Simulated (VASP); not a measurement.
# MnS in VASP: further runs, part 2 of 3

VASP 6.6.1.

**3. Single point, PBE, collinear spin, ferromagnetic start**

This run uses another cell than the first one, of 22.48 Å³/atom.

INCAR

```
SYSTEM = MnS
ALGO     = Normal         ! electronic algorithm
EDIFF    = 1E-6           ! SCF threshold, eV
ENCUT    = 500            ! plane-wave cutoff, eV
GGA      = PE             ! functional
GGA_COMPAT= .FALSE.      
ISIF     = 2              ! what is computed and relaxed
ISMEAR   = 0              ! smearing method
ISPIN    = 2              ! spin polarisation
LASPH    = .TRUE.         ! aspherical terms in the spheres
LCHARG   = .FALSE.        ! write CHGCAR
LMAXMIX  = 4              ! l up to which the mixer works
LORBIT   = 11             ! projections on sites
LREAL    = .FALSE.        ! projectors in reciprocal space
LWAVE    = .FALSE.        ! write WAVECAR
MAGMOM   = 5 5 0 0        ! initial moments
NBANDS   = 31             ! bands
NELM     = 200            ! most SCF steps
PREC     = Accurate       ! precision mode
SIGMA    = 0.05           ! smearing width, eV
```

KPOINTS

```
k-points
0
G
  8 8 8
  0 0 0
```

POSCAR

```
MnS
1.0
   -2.8223248431     -2.8223248431      5.6446496862
   -5.6446496862     -2.8223248431      2.8223248431
   -2.8223248431     -5.6446496862      2.8223248431
Mn S
2 2
Direct
    0.0000000000      0.0000000000      0.0000000000
    0.5000000000      0.5000000000      0.5000000000
    0.6250000000     -0.3750000000     -0.3750000000
    1.1250000000      0.1250000000      0.1250000000
```

Potentials or basis: VASP PAW PBE potentials, release 64 (Mn_pv, S).

Command:

```
$ cat potpaw_PBE.64/Mn_pv/POTCAR potpaw_PBE.64/S/POTCAR > POTCAR
$ mpirun -np 1 vasp_std > vasp.out
```

OUTCAR:

```text
SYSTEM = MnS
   EDIFF = 1E-6
   ENCUT = 500
   GGA = PE
   ISIF = 2
   ISMEAR = 0
   ISPIN = 2
   LASPH = .TRUE.
   LORBIT = 11
   LREAL = .FALSE.
   NELM = 200
   PREC = Accurate

 ion  position               nearest neighbor table
   1  0.000  0.000  0.000-   3 2.44   3 2.44   3 2.44   4 2.44
   2  0.500  0.500  0.500-   4 2.44   4 2.44   4 2.44   3 2.44
   3  0.625  0.625  0.625-   1 2.44   1 2.44   1 2.44   2 2.44
   4  0.125  0.125  0.125-   2 2.44   2 2.44   2 2.44   1 2.44

  LATTYP: Found a trigonal (rhomboedric) cell.
 ALAT       =     6.9132557540
 COS(alpha) =     0.8333333333

  Lattice vectors:

 A1 = (  -2.8223248431,  -2.8223248431,   5.6446496862)
 A2 = (  -5.6446496862,  -2.8223248431,   2.8223248431)
 A3 = (  -2.8223248431,  -5.6446496862,   2.8223248431)

Analysis of symmetry for initial positions (statically):
=====================================================================
 Subroutine PRICEL returns following result:

  LATTYP: Found a face centered cubic cell.
 ALAT       =     5.6446496862
[... 12 lines left out ...]
 Subroutine GETGRP returns: Found  6 space group operations
 (whereof  6 operations were pure point group operations)
 out of a pool of 12 trial point group operations.

The static configuration has the point symmetry C_3v.

Analysis of symmetry for dynamics (positions and initial velocities):
=====================================================================
 Subroutine PRICEL returns following result:

  LATTYP: Found a face centered cubic cell.
 ALAT       =     5.6446496862
[... 12 lines left out ...]
 Subroutine GETGRP returns: Found  6 space group operations
 (whereof  6 operations were pure point group operations)
 out of a pool of 12 trial point group operations.

The dynamic configuration has the point symmetry C_3v.

Analysis of structural, dynamic, and magnetic symmetry:
=====================================================================
 Subroutine PRICEL returns following result:

  LATTYP: Found a face centered cubic cell.
 ALAT       =     5.6446496862
[... 12 lines left out ...]
 Subroutine GETGRP returns: Found  6 space group operations
 (whereof  6 operations were pure point group operations)
 out of a pool of 12 trial point group operations.

The overall configuration has the point symmetry C_3v.

 Subroutine INISYM returns: Found  6 space group operations
 (whereof  6 operations are pure point group operations),
 and found     2 'primitive' translations

----------------------------------------------------------------------------------------

                                     Primitive cell

  volume of cell :      44.9626

  direct lattice vectors                    reciprocal lattice vectors
     2.822324843 -2.822324843  0.000000000     0.177158913 -0.177158913  0.177158913
     0.000000000 -2.822324843 -2.822324843    -0.177158913 -0.177158913 -0.177158913
     2.822324843  0.000000000 -2.822324843     0.177158913  0.177158913 -0.177158913

  length of vectors
     3.991370071  3.991370071  3.991370071     0.306848238  0.306848238  0.306848238

  position of ions in fractional coordinates (direct lattice)
     0.000000000  0.000000000  0.000000000
     0.250000000  0.250000000  0.250000000

  ion indices of the primitive-cell ions
   primitive index   ion index
                 1           1
                 2           4
[... 72 lines left out ...]
   EDIFF  = 0.1E-05   stopping-criterion for ELM
   LREAL  =      F    real-space projection
   EDIFFG = 0.1E-04   stopping-criterion for IOM
   NSW    =      0    number of steps for IOM
   IBRION =     -1    ionic relax: 0-MD 1-quasi-New 2-CG
   NFREE  =      0    steps in history (QN), initial steepest desc. (CG)
   ISIF   =      2    stress and relaxation
   ISYM   =      2    0-nonsym 1-usesym 2-fastsym
   POTIM  = 0.5000    time-step for ionic-motion
   TEBEG  =    0.0;   TEEND  =   0.0 temperature during run
   PSTRESS=    0.0 pullay stress
   NELECT =      38.0000    total number of electrons
   NUPDOWN=      -1.0000    fix difference up-down
   EMIN   =  10.00;   EMAX   =-10.00  energy-range for DOS
   EFERMI =   0.00;   METHOD = LEGACY
   ISMEAR =     0;   SIGMA  =   0.05  broadening in eV -4-tet -1-fermi 0-gaus
   EFERMI_NEDOS =   21; number of points for ismear=-14 and -15
   IALGO  =     38    algorithm
   IMIX   =      4    mixing-type and parameters
     AMIX     =   0.40;   BMIX     =  1.00
     AMIX_MAG =   1.60;   BMIX_MAG =  1.00
  volume/ion in A,a.u.               =      22.48       151.71
  Fermi-wavevector in a.u.,A,eV,Ry     =   1.228502  2.321531 20.534130  1.509216
  Thomas-Fermi vector in A             =   2.363425
   LORBIT       =     11    0 simple, 1 ext, 2 COOP (PROOUT), +10 PAW based schemes
   GGA     = PE    functional components
   LHFCALC =     F    Hartree Fock is set to
   AEXX    =    0.0000 exact exchange contribution
   IVDW    =     0    specifies the selected vdW correction
   LEPSILON=     F    determine dielectric tensor
   LRPA    =     F    only Hartree local field effects (RPA)
 spin polarized calculation
 Gauss-broadening in eV      SIGMA  =   0.05
  energy-cutoff  :      500.00
  volume of cell :       89.93
 maximum number of plane-waves:      2305
   NGX = 25   NGY = 25   NGZ = 25

 number of electron      38.0000000 magnetization      10.0000000

 number of electron      37.9999986 magnetization       9.9624736

 Free energy of the ion-electron system (eV)
  ---------------------------------------------------
  ext. energy  EPLUGINS =         0.00000000
  ---------------------------------------------------
  free energy    TOTEN  =       -28.17066296 eV

  energy without entropy =      -28.16920843  energy(sigma->0) =      -28.16993569

 E-fermi :   4.3689     XC(G=0):  -9.1988

 val. band max:        4.3305174775   @ k =   0.2500   0.2500   0.1250
 cond. band min:       4.3965622600   @ k =  -0.2500   0.2500   0.0000
 fundamental gap:      0.0660447825
 Fermi energy:         4.3688857209

 spin component 1

 k-point     1 :       0.0000    0.0000    0.0000
  band No.  band energies     occupation
      1     -46.4867      1.00000
      2     -46.4852      1.00000
      3     -46.4852      1.00000
      4     -46.4847      1.00000
      5     -46.4847      1.00000
      6     -46.4838      1.00000
[... 805 lines left out ...]
     30      11.2150      0.00000
     31      11.4552      0.00000

 [... further k-points ...]

 spin component 2

 k-point     1 :       0.0000    0.0000    0.0000
  band No.  band energies     occupation
      1     -41.8471      1.00000
      2     -41.8454      1.00000
      3     -41.8454      1.00000
      4     -41.8447      1.00000
      5     -41.8447      1.00000
      6     -41.8428      1.00000
[... 805 lines left out ...]
     30      12.1955      0.00000
     31      12.4345      0.00000

 [... further k-points ...]

------------------------ aborting loop because EDIFF is reached ----------------------------------------

  FORCE on cell =-STRESS in cart. coord.  units (eV):
  Direction    XX          YY          ZZ          XY          YZ          ZX
  --------------------------------------------------------------------------------------
  -------------------------------------------------------------------------------------
  Total        0.0510736      0.0510736      0.0510736      0.0053134     -0.0053134     -0.0053134
  in kB        0.9099683      0.9099683      0.9099683      0.0946673     -0.0946673     -0.0946673
  external PRESSURE =       0.9099683 kB  Pullay stress =       0.0000000 kB

 VOLUME and BASIS-vectors are now :
 -----------------------------------------------------------------------------
  energy-cutoff  :      500.00
  volume of cell :       89.93
      direct lattice vectors                 reciprocal lattice vectors
    -2.822324843 -2.822324843  5.644649686     0.088579456  0.088579456  0.265738369
    -5.644649686 -2.822324843  2.822324843    -0.265738369  0.088579456 -0.088579456
    -2.822324843 -5.644649686  2.822324843     0.088579456 -0.265738369 -0.088579456

 POSITION                                       TOTAL-FORCE (eV/Angst)
 -----------------------------------------------------------------------------------
      0.00000      0.00000      0.00000         0.001124      0.001124     -0.001124
     -5.64465     -5.64465      5.64465         0.001124      0.001124     -0.001124
     -7.05581     -7.05581      7.05581        -0.001124     -0.001124      0.001124
     -1.41116     -1.41116      1.41116        -0.001124     -0.001124      0.001124
 -----------------------------------------------------------------------------------
    total drift:                               -0.000103     -0.000103      0.000103

  FREE ENERGIE OF THE ION-ELECTRON SYSTEM (eV)
  ---------------------------------------------------
  free  energy   TOTEN  =       -28.1706629558 eV

  energy  without entropy=      -28.1692084337  energy(sigma->0) =      -28.16993569

 total charge

# of ion       s       p       d       tot
------------------------------------------
    1        0.257   6.203   4.892  11.352
    2        0.257   6.203   4.892  11.352
    3        1.314   2.445   0.000   3.759
    4        1.314   2.445   0.000   3.759
--------------------------------------------------
tot          3.141  17.297   9.784  30.222

 magnetization (x)

# of ion       s       p       d       tot
------------------------------------------
    1        0.049   0.064   4.259   4.373
    2        0.049   0.064   4.259   4.373
    3        0.012   0.082   0.000   0.094
    4        0.012   0.082   0.000   0.094
--------------------------------------------------
tot          0.122   0.293   8.519   8.933
```

Run time: 6.2 min. Hardware: 1 thread of Intel Xeon 6975P-C (Granite Rapids), shared host; peak memory 0.58 GiB.

What came out:

```yaml
Free_energy: -28.1707 eV
Pressure: 0.1 GPa
Band_gap_on_the_k_mesh: zero (filled and empty bands overlap)
Net_moment: 9.96 μB per cell
Site_moments: Mn +4.37; S +0.09 μB
Valence_electrons_inside_the_program's_atomic_spheres: Mn 11.35; S 3.76
```

Levels at points of the mesh, in eV from the Fermi level:
Spin up:
```tsv
k point	band 21	band 22	band 23	band 24	band 25	band 26	band 27	band 28
(0.00, 0.00, 0.00)	-0.88	0.10	0.10	0.10	0.81	2.81	5.74	5.74
(0.50, 0.00, 0.00)	-1.82	-1.82	-1.54	-1.54	3.66	3.66	5.13	5.13
(0.50, 0.50, 0.00)	-2.23	-2.23	-0.88	-0.88	2.65	2.81	4.21	6.17
(0.50, 0.50, 0.50)	-0.38	-0.38	-0.38	-0.38	2.43	2.43	5.63	5.63
```
Spin down:
| k point | band 10 | band 11 | band 12 | band 13 | band 14 | band 15 | band 16 | band 17 | band 18 | band 19 |
| --- | --- | --- | --- | --- | --- | --- | --- | --- | --- | --- |
| (0.00, 0.00, 0.00) | -3.27 | -3.27 | -3.27 | -3.20 | -3.20 | 0.81 | 0.81 | 0.87 | 0.93 | 0.93 |
| (0.50, 0.00, 0.00) | -4.74 | -3.70 | -3.70 | -3.26 | -3.26 | 0.30 | 0.30 | 0.86 | 0.86 | 0.99 |
| (0.50, 0.50, 0.00) | -5.00 | -3.31 | -3.31 | -3.20 | -3.20 | 0.03 | 0.82 | 0.87 | 0.93 | 0.93 |
| (0.50, 0.50, 0.50) | -4.27 | -3.23 | -3.23 | -3.23 | -3.23 | 0.76 | 0.76 | 0.76 | 0.76 | 1.69 |

Caveat: semilocal functionals often make such compounds metallic where correlation or magnetic order opens a gap, which also shifts bond lengths; the run started ferromagnetic, and an antiferromagnetic order may lie lower in energy.

(Continued in part 3 of 3.)

The gap in the log of VASP goes by the Fermi energy; the results here count the filled bands.